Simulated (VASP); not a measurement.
Here is a VASP 6.6.1 calculation.

File INCAR:

```
SYSTEM = In
PREC = Accurate
ENCUT = 520
EDIFF = 1E-6
ISMEAR = -1
SIGMA = 0.05
LREAL = .FALSE.
LASPH = .TRUE.
NELM = 80
ALGO = Normal
ISIF = 2
LWAVE = .FALSE.
LCHARG = .FALSE.
GGA = PS
NBANDS = 20
```

KPOINTS

```
regular mesh
0
G
  9 9 5
  0 0 0
```

File POSCAR:

```
In
1.0
    3.3094379848      0.0000000000      0.0000000000
   -1.6547189924      2.8660573671      0.0000000000
    0.0000000000      0.0000000000      5.3977203450
In
2
Direct
    0.6666666667      0.3333333333      0.7500000000
    0.3333333333      0.6666666667      0.2500000000
```

Potentials or basis: VASP PAW PBE potentials, release 64 (In_d).

Command:

```bash
$ cat potpaw_PBE.64/In_d/POTCAR > POTCAR
$ mpirun -np 1 vasp_std > vasp.out
```

Question: Predict the pressure.

Answer: -0.1 GPa.

Question: Predict the band gap on the k mesh.

Answer: Zero (band 13 reaches 9.94 eV, above the bottom of band 14 at 5.67 eV).

Caveat: the PAW data sets were made with another functional, which shifts forces and pressure a little; spin-orbit coupling is left out, which moves the levels of the heavy elements.
